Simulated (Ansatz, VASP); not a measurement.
One calculation of GaAs, two programs

File INCAR:

```
PREC = Accurate
ENCUT = 520
EDIFF = 1E-6
ISMEAR = -1
SIGMA = 0.05
LREAL = False
LASPH = True
NELM = 80
ALGO = Normal
ISIF = 2
LWAVE = False
LCHARG = False
GGA = RP
NBANDS = 16
```

File KPOINTS:

```
Automatic mesh
0
Gamma
  8 8 8
```

The input POSCAR:

```
GaAs
1.0
    0.0000000000      2.8268500000      2.8268500000
    2.8268500000      0.0000000000      2.8268500000
    2.8268500000      2.8268500000      0.0000000000
As Ga
1 1
Direct
    0.7500000000      0.7500000000      0.7500000000
    0.0000000000      0.0000000000      0.0000000000
```

Contents of input.yaml:

```yaml
crystal:
  lattice:
    - [0.0, 2.82685, 2.82685]
    - [2.82685, 0.0, 2.82685]
    - [2.82685, 2.82685, 0.0]
  atoms:
    - { symbol: As, position: [0.75, 0.75, 0.75] }
    - { symbol: Ga, position: [0.0, 0.0, 0.0] }
kpoints:
  mp_grid: { grid: [8, 8, 8] }
  band_path:
    path:
      - [0.0, 0.0, 0.0]
      - [0.5, 0.0, 0.5]
      - [0.5, 0.25, 0.75]
      - [0.375, 0.375, 0.75]
      - [0.0, 0.0, 0.0]
      - [0.5, 0.5, 0.5]
      - [0.625, 0.25, 0.625]
      - [0.5, 0.25, 0.75]
    npoints: 8
scf:
  occupations: { method: fermi_dirac, width: 0.05 }
hamiltonian:
  xc: rpbe
  pseudopotentials: { kind: all_electron, lapw: { basis_error: 0.001 } }
output:
  forces: true
  stress: true
  eigenvalues: true
```

Alike in both runs: functional RPBE; k mesh 8 × 8 × 8; occupations fermi-dirac, width 0.05 eV; no spin polarisation.

|  | VASP | Ansatz |
| --- | --- | --- |
| version | VASP 6.6.1 | Ansatz 0.2.0 |
| potentials or method | VASP PAW PBE potentials, release 64 (As, Ga_d), cutoff 520 eV | all-electron LAPW, scalar-relativistic |
| task | single point | band structure |

Ansatz gave:

| Item | Value |
| --- | --- |
| gap on the k mesh at the Fermi level (eV) | 0.65 |
| least direct gap on the mesh (eV) | 0.65 |
| pressure (GPa) | 5.2 |

Q: Which values does VASP return?

A: gap on the k mesh at the Fermi level (eV): 0.65; least direct gap on the mesh (eV): 0.65; pressure (GPa): 5.4.

VASP's potentials were made for PBE, not for RPBE. Ansatz ran all-electron here, and VASP with PAW potentials.
